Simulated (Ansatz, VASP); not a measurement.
# B in VASP and in Ansatz

```
CELL_PARAMETERS angstrom
2.35116 0.00000 0.00000
-1.17558 2.03617 0.00000
0.00000 0.00000 9.49364
ATOMIC_POSITIONS crystal
B 0.33333 0.66667 0.78068
B 0.66667 0.33333 0.92416
B 0.33333 0.66667 0.07584
B 0.66667 0.33333 0.21932
B 0.33333 0.66667 0.36179
B 0.00000 0.00000 0.50000
B 0.66667 0.33333 0.63821
```

Alike in both runs: functional PBE; k mesh 18 × 18 × 4; occupations gaussian, width 0.1 eV; no spin polarisation.

Ansatz relaxed the structure, and its values are those at the end. VASP's run is a single point on that final structure, the one shown.

```csv
,VASP,Ansatz
version,VASP 6.6.1,Ansatz 0.2.0
potentials or method,"VASP PAW PBE potentials, release 64 (B), cutoff 520 eV","scalar-relativistic, plane waves, PAW"
valence electrons in the cell,21,21
```

```tsv
	VASP	Ansatz	Ansatz less VASP
gap on the k mesh at the Fermi level (eV)	none	none	-
pressure (GPa)	-0.1	0.0	+0.08
```

A gap of «none» marks a metal or a gap that the smearing closes. With one functional, cell and mesh, what is left measures potentials, basis and numerics.
